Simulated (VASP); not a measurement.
**MgB2: single point with PBEsol**

MgB2:

```
Mg B
1.0
     3.08500    0.00000    0.00000
    -1.54250    2.67169    0.00000
     0.00000    0.00000    3.52300
Mg B
1 2
Direct
  0.00000 0.00000 0.00000
  0.33333 0.66667 0.50000
  0.66667 0.33333 0.51277
```

This cell differs from its parent crystal: one atom moved.

- Program: VASP 6.6.1
- Task: single point
- Functional: PBEsol
- Potentials or basis: VASP PAW PBE potentials, release 64 (Mg, B)
- Cutoff: 520 eV
- k mesh: 15 × 15 × 10
- Occupations: gaussian, width 0.1 eV
- Spin: no spin polarisation
- Dipole correction: no
- Further INCAR settings: ALGO = Normal; EDIFF = 1e-07; NBANDS = 11

The pressure is -3.2 GPa. The largest force is 0.489 eV/Å and the band gap on the k mesh is zero (band 4 reaches 6.99 eV, above the bottom of band 5 at 3.18 eV).

Forces in eV/Å, atoms in the order of the input:
```
Mg   0.000  0.000  0.148
B    0.000  0.000  0.340
B    0.000  0.000 -0.489
```

Stress tensor (GPa, compression positive):
```
-3.83  0.00  0.00
 0.00 -3.83  0.00
 0.00  0.00 -1.83
```

Levels at points of the mesh, in eV from the Fermi level:
```
           k point  band 2  band 3  band 4  band 5  band 6  band 7
(0.00, 0.00, 0.00)   -2.88    0.42    0.42    1.67    6.32    6.32
(0.00, 0.00, 0.50)   -7.39    0.80    0.80    6.65    6.65    7.98
```

It took 42 s on 1 thread of AMD EPYC 7R13 Processor (Zen 3), with other jobs on the host, peak memory 0.18 GiB.

Caveat: the cell differs from its parent crystal (one atom moved); the PAW data sets were made with another functional, which shifts forces and pressure a little.
